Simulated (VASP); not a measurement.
# Ta2N (P-3m1) in VASP: notebook

Ta2N is run at these levels: r2SCAN; tasks: single point.

Program: VASP 6.6.1. These are calculated values, not measurements. Logs are shortened: lines on timing, memory, paths and dates and some standing lists are left out, and cuts for length are marked.

### Step 1. The cell of the first run

The structure is trigonal, space group P-3m1 (No. 164). The conventional cell has a = 3.049 Å, b = 3.049 Å, c = 4.770 Å, α = 90.00°, β = 90.00°, γ = 120.00°. Ta (site symmetry 3m) has 3 N at 2.14 Å within 2.8 Å. N (site symmetry -3m) has 6 Ta at 2.14 Å within 2.8 Å.

### Step 2. Single point, r2SCAN

Contents of POSCAR:

```
Ta2N
1.0
    3.0493158896      0.0000000000      0.0000000000
   -1.5246579448      2.6407850245      0.0000000000
    0.0000000000      0.0000000000      4.7704285953
Ta N
2 1
Direct
    0.3333333333      0.6666666667      0.2547110000
    0.6666666667      0.3333333333      0.7452890000
    0.0000000000      0.0000000000      0.0000000000
```

Contents of INCAR.step1:

```
SYSTEM = Ta2N
  PREC = Accurate
  ENCUT = 520
  ISMEAR = -1
  SIGMA = 0.05
  LREAL = .FALSE.
  LASPH = .TRUE.
  NELM = 60
  NBANDS = 20
  GGA = PE
  ALGO = Normal
  EDIFF = 1E-4
  LWAVE = .TRUE.
  LCHARG = .FALSE.
```

Contents of INCAR.step2:

```
SYSTEM = Ta2N
  PREC = Accurate
  ENCUT = 520
  EDIFF = 1E-6
  ISMEAR = -1
  SIGMA = 0.05
  LREAL = .FALSE.
  LASPH = .TRUE.
  NELM = 60
  ALGO = Normal
  ISIF = 2
  LWAVE = .FALSE.
  LCHARG = .FALSE.
  METAGGA = R2SCAN
  LMIXTAU = .TRUE.
  NBANDS = 20
  ISTART = 1
```

Contents of KPOINTS:

```
Automatic mesh
0
G
  10 10 6
  0 0 0
```

Potentials or basis: VASP PAW PBE potentials, release 64 (Ta_pv, N).

The run is started by

```console
> cat potpaw_PBE.64/Ta_pv/POTCAR potpaw_PBE.64/N/POTCAR > POTCAR
> cp INCAR.step1 INCAR
> mpirun -np 1 vasp_std > vasp.out
> cp INCAR.step2 INCAR
> mpirun -np 1 vasp_std > vasp.out
```

OUTCAR:

```text
SYSTEM = Ta2N
   PREC = Accurate
   ENCUT = 520
   EDIFF = 1E-6
   ISMEAR = -1
   LREAL = .FALSE.
   LASPH = .TRUE.
   NELM = 60
   ISIF = 2
   METAGGA = R2SCAN
   ISTART = 1

 ion  position               nearest neighbor table
   1  0.333  0.667  0.255-   3 2.14   3 2.14   3 2.14   2 2.93   2 2.93   2 2.93   2 3.00   2 3.00
                             2 3.00
   2  0.667  0.333  0.745-   3 2.14   3 2.14   3 2.14   1 2.93   1 2.93   1 2.93   1 3.00   1 3.00
                             1 3.00
   3  0.000  0.000  0.000-   1 2.14   2 2.14   1 2.14   2 2.14   2 2.14   1 2.14

  LATTYP: Found a hexagonal cell.
 ALAT       =     3.0493158896
 C/A-ratio  =     1.5644258476

  Lattice vectors:

 A1 = (   3.0493158896,   0.0000000000,   0.0000000000)
 A2 = (  -1.5246579448,   2.6407850245,   0.0000000000)
 A3 = (   0.0000000000,   0.0000000000,   4.7704285953)

Analysis of symmetry for initial positions (statically):
=====================================================================
 Subroutine PRICEL returns:
 Original cell was already a primitive cell.

 Routine SETGRP: Setting up the symmetry group for a
 hexagonal supercell.

 Subroutine GETGRP returns: Found 12 space group operations
 (whereof 12 operations were pure point group operations)
 out of a pool of 24 trial point group operations.

The static configuration has the point symmetry D_3d.

Analysis of symmetry for dynamics (positions and initial velocities):
=====================================================================
 Subroutine PRICEL returns:
 Original cell was already a primitive cell.

 Routine SETGRP: Setting up the symmetry group for a
 hexagonal supercell.

 Subroutine GETGRP returns: Found 12 space group operations
 (whereof 12 operations were pure point group operations)
 out of a pool of 24 trial point group operations.

The dynamic configuration has the point symmetry D_3d.

 Subroutine INISYM returns: Found 12 space group operations
 (whereof 12 operations are pure point group operations),
 and found     1 'primitive' translations

----------------------------------------------------------------------------------------

                                     Primitive cell

  volume of cell :      38.4143

  direct lattice vectors                    reciprocal lattice vectors
     3.049315890  0.000000000  0.000000000     0.327942409  0.189337638  0.000000000
    -1.524657945  2.640785024  0.000000000     0.000000000  0.378675277  0.000000000
     0.000000000  0.000000000  4.770428595     0.000000000  0.000000000  0.209624771

  length of vectors
     3.049315890  3.049315890  4.770428595     0.378675277  0.378675277  0.209624771

  position of ions in fractional coordinates (direct lattice)
     0.333333333  0.666666667  0.254711000
     0.666666667  0.333333333  0.745289000
     0.000000000  0.000000000  0.000000000

  ion indices of the primitive-cell ions
   primitive index   ion index
                 1           1
                 2           2
                 3           3

----------------------------------------------------------------------------------------

 KPOINTS: Automatic mesh

Automatic generation of k-mesh.
 Grid dimensions read from file:
 generate k-points for:   10   10    6

 Generating k-lattice:

  Cartesian coordinates                     Fractional coordinates (reciprocal lattice)
     0.032794241  0.018933764  0.000000000     0.100000000  0.000000000  0.000000000
     0.000000000  0.037867528  0.000000000     0.000000000  0.100000000  0.000000000
     0.000000000  0.000000000  0.034937462     0.000000000  0.000000000  0.166666667

  Length of vectors
     0.037867528  0.037867528  0.034937462

  Shift w.r.t. Gamma in fractional coordinates (k-lattice)
     0.000000000  0.000000000  0.000000000

 Subroutine IBZKPT returns following result:
 ===========================================

 Found     72 irreducible k-points:

 Following reciprocal coordinates:
            Coordinates               Weight
  0.000000  0.000000  0.000000      1.000000
  0.100000  0.000000  0.000000      6.000000
  0.200000  0.000000  0.000000      6.000000
  0.300000  0.000000  0.000000      6.000000
  0.400000  0.000000  0.000000      6.000000
  0.500000  0.000000  0.000000      3.000000
[... 16 lines left out ...]
  0.000000  0.400000  0.166667      6.000000
  0.500000  0.000000  0.166667      6.000000
 [... further k-points ...]
   k-points           NKPTS =     72   k-points in BZ     NKDIM =     72   number of bands    NBANDS=     20
   number of dos      NEDOS =    301   number of ions     NIONS =      3
   total plane-waves  NPLWV =  20736
   dimension x,y,z NGX =    24 NGY =   24 NGZ =   36
   dimension x,y,z NGXF=    48 NGYF=   48 NGZF=   72
   ions per type =               2   1
   NGX,Y,Z   is equivalent  to a cutoff of  13.08, 13.08, 12.55 a.u.
   NGXF,Y,Z  is equivalent  to a cutoff of  26.17, 26.17, 25.09 a.u.
 SYSTEM =  Ta2N
   PREC   = accura    normal or accurate (medium, high low for compatibility)
   ISTART =      1    job   : 0-new  1-cont  2-samecut
   ICHARG =      0    charge: 1-file 2-atom 10-const
   ISPIN  =      1    spin polarized calculation?
   LNONCOLLINEAR =      F non collinear calculations
   LSORBIT =      F    spin-orbit coupling
   LASPH  =      T    aspherical Exc in radial PAW
   ENCUT  =  520.0 eV  38.22 Ry    6.18 a.u.   5.67  5.67  8.87*2*pi/ulx,y,z
   NELM   =     60;   NELMIN=  2; NELMDL=  0     # of ELM steps
   EDIFF  = 0.1E-05   stopping-criterion for ELM
   LREAL  =      F    real-space projection
   EDIFFG = 0.1E-04   stopping-criterion for IOM
   NSW    =      0    number of steps for IOM
   IBRION =     -1    ionic relax: 0-MD 1-quasi-New 2-CG
   NFREE  =      0    steps in history (QN), initial steepest desc. (CG)
   ISIF   =      2    stress and relaxation
   ISYM   =      2    0-nonsym 1-usesym 2-fastsym
   POTIM  = 0.5000    time-step for ionic-motion
   TEBEG  =    0.0;   TEEND  =   0.0 temperature during run
   PSTRESS=    0.0 pullay stress
   NELECT =      27.0000    total number of electrons
   NUPDOWN=      -1.0000    fix difference up-down
   EMIN   =  10.00;   EMAX   =-10.00  energy-range for DOS
   EFERMI =   0.00;   METHOD = LEGACY
   ISMEAR =    -1;   SIGMA  =   0.05  broadening in eV -4-tet -1-fermi 0-gaus
   EFERMI_NEDOS =   21; number of points for ismear=-14 and -15
   IALGO  =     38    algorithm
   IMIX   =      4    mixing-type and parameters
     AMIX     =   0.40;   BMIX     =  1.00
     AMIX_MAG =   1.60;   BMIX_MAG =  1.00
  volume/ion in A,a.u.               =      12.80        86.41
  Fermi-wavevector in a.u.,A,eV,Ry     =   1.455566  2.750620 28.826274  2.118671
  Thomas-Fermi vector in A             =   2.572585
   LORBIT       =      0    0 simple, 1 ext, 2 COOP (PROOUT), +10 PAW based schemes
   METAGGA = R2SCAN    functional components
   LHFCALC =     F    Hartree Fock is set to
   AEXX    =    0.0000 exact exchange contribution
   IVDW    =     0    specifies the selected vdW correction
   LEPSILON=     F    determine dielectric tensor
   LRPA    =     F    only Hartree local field effects (RPA)
 non-spin polarized calculation
  energy-cutoff  :      520.00
  volume of cell :       38.41
 maximum number of plane-waves:      1085
 NGX is ok and might be reduce to    24
   NGX = 11   NGY = 11   NGZ = 17

 number of electron      27.0000002 magnetization

 Free energy of the ion-electron system (eV)
  ---------------------------------------------------
  ext. energy  EPLUGINS =         0.00000000
  ---------------------------------------------------
  free energy    TOTEN  =      -108.93898937 eV

  energy without entropy =     -108.92675040  energy(sigma->0) =     -108.93286989

 E-fermi :   8.0745     XC(G=0): -14.2914

 val. band max:        8.0581303027   @ k =   0.1000   0.0000   0.0000
 cond. band min:       8.0765215901   @ k =   0.2000   0.1000   0.3333
 fundamental gap:      0.0183912874
 Fermi energy:         8.0744919742

 k-point     1 :       0.0000    0.0000    0.0000
  band No.  band energies     occupation
      1     -29.0194      2.00000
      2     -28.0608      2.00000
      3     -28.0608      2.00000
      4     -27.9065      2.00000
      5     -27.9065      2.00000
      6     -27.7798      2.00000
[... 12 lines left out ...]
     19       9.3807      0.00000
     20      13.6165      0.00000

 k-point     2 :       0.1000    0.0000    0.0000
  band No.  band energies     occupation
      1     -28.9809      2.00000
      2     -28.1380      2.00000
      3     -28.0886      2.00000
      4     -27.9833      2.00000
      5     -27.9116      2.00000
      6     -27.7938      2.00000
[... 12 lines left out ...]
     19      10.1528      0.00000
     20      13.6937      0.00000

 k-point     3 :       0.2000    0.0000    0.0000
  band No.  band energies     occupation
      1     -28.8734      2.00000
      2     -28.3412      2.00000
      3     -28.1719      2.00000
      4     -28.1556      2.00000
      5     -27.9304      2.00000
      6     -27.8389      2.00000
[... 12 lines left out ...]
     19      12.0197      0.00000
     20      13.3440      0.00000

 k-point     4 :       0.3000    0.0000    0.0000
  band No.  band energies     occupation
      1     -28.7283      2.00000
      2     -28.5835      2.00000
      3     -28.3858      2.00000
      4     -28.2318      2.00000
      5     -27.9593      2.00000
      6     -27.9165      2.00000
[... 429 lines left out ...]
 k-point    23 :       0.0000    0.4000    0.1667
  band No.  band energies     occupation
      1     -28.8866      2.00000
      2     -28.6042      2.00000
      3     -28.4079      2.00000
      4     -28.2678      2.00000
      5     -28.0106      2.00000
      6     -28.0088      2.00000
[... 12 lines left out ...]
     19      12.8131      0.00000
     20      14.9444      0.00000

 k-point    24 :       0.5000    0.0000    0.1667
  band No.  band energies     occupation
      1     -28.9214      2.00000
      2     -28.6775      2.00000
      3     -28.3759      2.00000
      4     -28.2911      2.00000
      5     -28.0456      2.00000
      6     -28.0173      2.00000
[... 12 lines left out ...]
     19      13.1948      0.00000
     20      14.1053      0.00000

 [... further k-points ...]

------------------------ aborting loop because EDIFF is reached ----------------------------------------

  FORCE on cell =-STRESS in cart. coord.  units (eV):
  Direction    XX          YY          ZZ          XY          YZ          ZX
  --------------------------------------------------------------------------------------
  -------------------------------------------------------------------------------------
  Total        3.5014721      3.5014721      4.2481455      0.0000000      0.0000000      0.0000000
  in kB      146.0388424    146.0388424    177.1809784      0.0000000      0.0000000      0.0000000
  external PRESSURE =     156.4195544 kB  Pullay stress =       0.0000000 kB

 VOLUME and BASIS-vectors are now :
 -----------------------------------------------------------------------------
  energy-cutoff  :      520.00
  volume of cell :       38.41
      direct lattice vectors                 reciprocal lattice vectors
     3.049315890  0.000000000  0.000000000     0.327942409  0.189337638  0.000000000
    -1.524657945  2.640785024  0.000000000     0.000000000  0.378675277  0.000000000
     0.000000000  0.000000000  4.770428595     0.000000000  0.000000000  0.209624771

 POSITION                                       TOTAL-FORCE (eV/Angst)
 -----------------------------------------------------------------------------------
     -0.00000      1.76052      1.21508        -0.000000      0.000000      0.578547
      1.52466      0.88026      3.55535        -0.000000     -0.000000     -0.578547
      0.00000      0.00000      0.00000         0.000000      0.000000      0.000000
 -----------------------------------------------------------------------------------
    total drift:                               -0.000000      0.000000      0.000000

  FREE ENERGIE OF THE ION-ELECTRON SYSTEM (eV)
  ---------------------------------------------------
  free  energy   TOTEN  =      -108.9389893741 eV

  energy  without entropy=     -108.9267503972  energy(sigma->0) =     -108.93286989
```

Run time: 66 s. Hardware: 1 thread of Intel Xeon 6975P-C (Granite Rapids), shared host; peak memory 0.19 GiB.

What came out:

```
Free energy            : -108.9390 eV
Pressure               : 15.6 GPa
Largest force          : 0.579 eV/Å
Band gap on the k mesh : zero (an odd number of electrons rules out a gap without spin polarisation)
```

Forces on the atoms (eV/Å):
```
Ta   0.000  0.000  0.579
Ta   0.000  0.000 -0.579
N    0.000  0.000  0.000
```

Stress tensor (GPa, compression positive):
```
14.60  0.00  0.00
 0.00 14.60  0.00
 0.00  0.00 17.72
```

Levels at points of the mesh, in eV from the Fermi level:
```
           k point  band 10  band 11  band 12  band 13  band 14  band 15  band 16  band 17
(0.00, 0.00, 0.00)    -6.77    -5.35    -0.70    -0.23    -0.23     0.21     0.35     0.35
(0.50, 0.00, 0.00)    -7.08    -5.08    -3.00    -1.56     1.99     2.14     4.21     4.44
(0.00, 0.00, 0.50)    -6.97    -3.18    -2.98    -1.21    -1.21     1.96     2.46     2.58
(0.50, 0.00, 0.50)    -6.77    -3.62    -2.48    -2.32    -0.39     0.78     3.74     3.95
```

Caveat: the cell stands under pressure; the PAW data sets were made with another functional, which shifts forces and pressure a little; spin-orbit coupling is left out, which moves the levels of the heavy elements.

### Step 3. Single point, r2SCAN

This run uses another cell than the first one, of 13.08 Å³/atom.

Contents of POSCAR:

```
Ta2N
1.0
    3.0707906527      0.0000000000      0.0000000000
   -1.5353953264      2.6593827149      0.0000000000
    0.0000000000      0.0000000000      4.8040242697
Ta N
2 1
Direct
    0.3333333333      0.6666666667      0.2547110000
    0.6666666667      0.3333333333      0.7452890000
    0.0000000000      0.0000000000      0.0000000000
```

Contents of INCAR.step1:

```
SYSTEM = Ta2N
PREC = Accurate
ENCUT = 520
ISMEAR = -1
SIGMA = 0.05
LREAL = .FALSE.
LASPH = .TRUE.
NELM = 80
NBANDS = 20
GGA = PE
ALGO = Normal
EDIFF = 1E-4
LWAVE = .TRUE.
LCHARG = .FALSE.
```

Contents of INCAR.step2:

```
SYSTEM = Ta2N
PREC = Accurate
ENCUT = 520
EDIFF = 1E-7
ISMEAR = -1
SIGMA = 0.05
LREAL = .FALSE.
LASPH = .TRUE.
NELM = 80
ALGO = Normal
ISIF = 2
LWAVE = .FALSE.
LCHARG = .FALSE.
METAGGA = R2SCAN
LMIXTAU = .TRUE.
NBANDS = 20
ISTART = 1
```

KPOINTS is that of step 2.

Potentials or basis: VASP PAW PBE potentials, release 64 (Ta_pv, N).

The run is started by

```console
> cat potpaw_PBE.64/Ta_pv/POTCAR potpaw_PBE.64/N/POTCAR > POTCAR
> cp INCAR.step1 INCAR
> mpirun -np 1 vasp_std > vasp.out
> cp INCAR.step2 INCAR
> mpirun -np 1 vasp_std > vasp.out
```

It took 76 s on 1 thread of Intel Xeon 6975P-C (Granite Rapids), shared host; peak memory 0.19 GiB.

Results (log left out):

```yaml
Free_energy: -109.0003 eV
Pressure: 8.3 GPa
Largest_force: 0.432 eV/Å
Band_gap_on_the_k_mesh: zero (an odd number of electrons rules out a gap without spin polarisation)
```

Forces in eV/Å, atoms in the order of the input:
```
Ta   0.000  0.000  0.432
Ta   0.000  0.000 -0.432
N    0.000  0.000  0.000
```

Stress tensor (GPa, compression positive):
```
 7.30  0.00  0.00
 0.00  7.30  0.00
 0.00  0.00 10.24
```

Levels at points of the mesh, in eV from the Fermi level:
```
           k point  band 11  band 12  band 13  band 14  band 15  band 16
(0.00, 0.00, 0.00)    -5.37    -0.68    -0.23    -0.23     0.21     0.34
(0.50, 0.00, 0.00)    -4.96    -2.98    -1.58     1.93     2.07     4.09
(0.00, 0.00, 0.50)    -3.13    -2.98    -1.17    -1.17     1.91     2.33
(0.50, 0.00, 0.50)    -3.55    -2.48    -2.32    -0.38     0.75     3.63
```

Caveat: the cell stands under pressure; the PAW data sets were made with another functional, which shifts forces and pressure a little; spin-orbit coupling is left out, which moves the levels of the heavy elements.

### Step 4. Single point, r2SCAN

This run uses another cell than the first one, of 14.44 Å³/atom.

Contents of POSCAR:

```
Ta2N
1.0
    3.1739135059      0.0000000000      0.0000000000
   -1.5869567530      2.7486897255      0.0000000000
    0.0000000000      0.0000000000      4.9653523268
Ta N
2 1
Direct
    0.3333333333      0.6666666667      0.2547110000
    0.6666666667      0.3333333333      0.7452890000
    0.0000000000      0.0000000000      0.0000000000
```

Contents of INCAR.step1:

```
SYSTEM = Ta2N
  ALGO = Normal
  EDIFF = 1E-4
  ENCUT = 520
  GGA = PE
  ISMEAR = -1
  LASPH = .TRUE.
  LCHARG = .FALSE.
  LREAL = .FALSE.
  LWAVE = .TRUE.
  NBANDS = 20
  NELM = 60
  PREC = Accurate
  SIGMA = 0.05
```

Contents of INCAR.step2:

```
SYSTEM = Ta2N
  ALGO = Normal
  EDIFF = 1E-7
  ENCUT = 520
  ISIF = 2
  ISMEAR = -1
  ISTART = 1
  LASPH = .TRUE.
  LCHARG = .FALSE.
  LMIXTAU = .TRUE.
  LREAL = .FALSE.
  LWAVE = .FALSE.
  METAGGA = R2SCAN
  NBANDS = 20
  NELM = 60
  PREC = Accurate
  SIGMA = 0.05
```

Contents of KPOINTS:

```
k-points
0
G
  10 10 6
  0 0 0
```

The run is started by

```console
> cat potpaw_PBE.64/Ta_pv/POTCAR potpaw_PBE.64/N/POTCAR > POTCAR
> cp INCAR.step1 INCAR
> mpirun -np 1 vasp_std > vasp.out
> cp INCAR.step2 INCAR
> mpirun -np 1 vasp_std > vasp.out
```

It took 85 s on 1 thread of Intel Xeon 6975P-C (Granite Rapids), shared host; peak memory 0.2 GiB.

The run converged. Its results:

```yaml
Free_energy: -108.8399 eV
Pressure: -18.6 GPa
Largest_force: 0.127 eV/Å
Band_gap_on_the_k_mesh: zero (an odd number of electrons rules out a gap without spin polarisation)
```

Forces on the atoms (eV/Å):
```
Ta   0.000  0.000 -0.127
Ta   0.000  0.000  0.127
N    0.000  0.000  0.000
```

Stress tensor (GPa, compression positive):
```
-19.33   0.00   0.00
  0.00 -19.33   0.00
  0.00   0.00 -17.25
```

Levels at points of the mesh, in eV from the Fermi level:
```csv
k point,band 10,band 11,band 12,band 13,band 14,band 15,band 16,band 17
"(0.00, 0.00, 0.00)",-6.09,-5.40,-0.59,-0.20,-0.20,0.19,0.30,0.30
"(0.50, 0.00, 0.00)",-6.42,-4.40,-2.84,-1.64,1.68,1.79,3.54,3.73
"(0.00, 0.00, 0.50)",-6.26,-2.92,-2.88,-1.03,-1.03,1.69,1.76,2.18
"(0.50, 0.00, 0.50)",-6.19,-3.25,-2.43,-2.25,-0.35,0.65,3.14,3.35
```

Caveat: the cell stands under tension; the PAW data sets were made with another functional, which shifts forces and pressure a little; spin-orbit coupling is left out, which moves the levels of the heavy elements.

### Step 5. Overview

| cell | gap on the mesh (eV) | pressure (GPa) | largest force (eV/Å) |
| --- | --- | --- | --- |
| a = 3.049, b = 3.049, c = 4.770 Å, angles 90.0, 90.0, 120.0°, 3 atoms | none | 15.6 | 0.58 |
| a = 3.071, b = 3.071, c = 4.804 Å, angles 90.0, 90.0, 120.0°, 3 atoms | none | 8.3 | 0.43 |
| a = 3.174, b = 3.174, c = 4.965 Å, angles 90.0, 90.0, 120.0°, 3 atoms | none | -18.6 | 0.13 |

Alike in all rows: task single point; level r2SCAN; potentials or basis VASP PAW PBE potentials, release 64 (Ta_pv, N); no spin polarisation; k mesh 10 × 10 × 6; cutoff (eV) 520; smearing fermi-dirac 0.05 eV.

Caveats: the PAW data sets were made with another functional, which shifts forces and pressure a little; spin-orbit coupling is left out, which moves the levels of the heavy elements; the cell stands under pressure (at least some runs); the cell stands under tension (at least some runs).

Total energies depend on the potentials used, so only differences within one code and one set of settings carry meaning.
